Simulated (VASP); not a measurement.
Set up this calculation in VASP 6.6.1, as the native input.

* Task: density of states
* Functional: PBE
* Potentials or basis: VASP PAW PBE potentials, release 64 (Na_pv, F)
* Cutoff: 520 eV
* k mesh: 8 × 8 × 8
* Occupations: gaussian, width 0.02 eV
* Spin: no spin polarisation
* Dipole correction: no
* k mesh for the DOS: 12 × 12 × 12
* Occupations for the DOS: tetrahedron
* Further INCAR settings: ALGO = Normal; EDIFF = 1e-06

The system is NaF (Villiaumite).

```xyz
2
Lattice="0.0000 2.3497 2.3497 2.3497 0.0000 2.3497 2.3497 2.3497 0.0000" Properties=species:S:1:pos:R:3 pbc="T T T"
Na    0.0000    0.0000    0.0000
F     2.3497    2.3497    2.3497
```

One way to write it, as run:

POSCAR

```
NaF
1.0
    0.0000000000      2.3497438127      2.3497438127
    2.3497438127      0.0000000000      2.3497438127
    2.3497438127      2.3497438127      0.0000000000
Na F
1 1
Direct
    0.0000000000      0.0000000000      0.0000000000
    0.5000000000      0.5000000000      0.5000000000
```

INCAR.step1

```
SYSTEM = NaF
  PREC = Accurate
  ENCUT = 520
  EDIFF = 1E-6
  ISMEAR = 0
  SIGMA = 0.02
  LREAL = .FALSE.
  LASPH = .TRUE.
  NELM = 100
  ALGO = Normal
  ISIF = 2
  LWAVE = .FALSE.
  LCHARG = .TRUE.
  GGA = PE
  NBANDS = 14
```

KPOINTS.step1

```
regular mesh
0
G
  8 8 8
  0 0 0
```

INCAR.step2

```
SYSTEM = NaF
  PREC = Accurate
  ENCUT = 520
  EDIFF = 1E-6
  ISMEAR = -5
  SIGMA = 0.02
  LREAL = .FALSE.
  LASPH = .TRUE.
  NELM = 100
  ALGO = Normal
  ISIF = 2
  LWAVE = .FALSE.
  LCHARG = .FALSE.
  GGA = PE
  LORBIT = 11
  NEDOS = 1001
  ICHARG = 11
```

KPOINTS.step2

```
regular mesh
0
G
  12 12 12
  0 0 0
```

Potentials or basis: VASP PAW PBE potentials, release 64 (Na_pv, F).

Launch:

```console
$ cat potpaw_PBE.64/Na_pv/POTCAR potpaw_PBE.64/F/POTCAR > POTCAR
$ cp INCAR.step1 INCAR
$ cp KPOINTS.step1 KPOINTS
$ mpirun -np 1 vasp_std > vasp.out
$ cp INCAR.step2 INCAR
$ cp KPOINTS.step2 KPOINTS
$ mpirun -np 1 vasp_std > vasp.out
```

It gave:

The valence electrons inside the program's atomic spheres are Na 6.04; F 6.10.

Run time: 47 s on 1 thread of AMD EPYC 7R13, on a shared host, peak memory 0.12 GiB.
